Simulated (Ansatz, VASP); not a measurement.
TaSi2: VASP beside Ansatz

File INCAR:

```
PREC     = Accurate       # precision mode
ENCUT    = 520            # plane-wave cutoff, eV
EDIFF    = 1E-7           # SCF threshold, eV
ISMEAR   = 0              # smearing method
SIGMA    = 0.1            # smearing width, eV
LREAL    = F              # projectors in reciprocal space
LASPH    = T              # aspherical terms in the spheres
NELM     = 60             # most SCF steps
ALGO     = Normal         # electronic algorithm
ISIF     = 2              # what is computed and relaxed
LWAVE    = F              # write WAVECAR
LCHARG   = F              # write CHGCAR
GGA      = PE             # functional
NBANDS   = 28             # bands
```

File KPOINTS:

```
Automatic mesh
0
Gamma
  6 6 6
```

Contents of POSCAR:

```
TaSi2
1.0
    0.0000000000      3.4738490188      3.4738490188
    3.4738490188      0.0000000000      3.4738490188
    3.4738490188      3.4738490188      0.0000000000
Ta Si
2 4
Direct
    0.5000000000      0.5000000000      0.5000000000
    0.7500000000      0.7500000000      0.7500000000
    0.1250000000      0.1250000000      0.1250000000
    0.6250000000      0.1250000000      0.1250000000
    0.1250000000      0.1250000000      0.6250000000
    0.1250000000      0.6250000000      0.1250000000
```

Input for Ansatz:

```yaml
crystal:
  lattice:
    - [0.0, 3.4738490188, 3.4738490188]
    - [3.4738490188, 0.0, 3.4738490188]
    - [3.4738490188, 3.4738490188, 0.0]
  atoms:
    - { symbol: Ta, position: [0.5, 0.5, 0.5] }
    - { symbol: Ta, position: [0.75, 0.75, 0.75] }
    - { symbol: Si, position: [0.125, 0.125, 0.125] }
    - { symbol: Si, position: [0.625, 0.125, 0.125] }
    - { symbol: Si, position: [0.125, 0.125, 0.625] }
    - { symbol: Si, position: [0.125, 0.625, 0.125] }
basis:
  ecutwfc: 420
kpoints:
  mp_grid: { grid: [6, 6, 6] }
hamiltonian:
  xc: pbe
scf:
  occupations: { method: gaussian, width: 0.1 }
output:
  forces: true
  stress: true
  eigenvalues: true
```

Alike in both runs: task single point; functional PBE; k mesh 6 × 6 × 6; occupations gaussian, width 0.1 eV; no spin polarisation.

|  | VASP | Ansatz |
| --- | --- | --- |
| version | VASP 6.6.1 | Ansatz 0.2.0 |
| potentials or method | VASP PAW PBE potentials, release 64 (Ta_pv, Si), cutoff 520 eV | scalar-relativistic, plane waves, PAW |
| valence electrons in the cell | 38 | 42 |

```csv
,VASP,Ansatz,Ansatz less VASP
gap on the k mesh at the Fermi level (eV),none,none,-
pressure (GPa),-0.3,-0.3,+0.01
```

A gap of «none» marks a metal or a gap that the smearing closes. VASP's potentials hold 38 valence electrons a cell and Ansatz's 42, so a difference there can come from the potentials and not from the codes.

Neither program's run includes spin-orbit coupling.
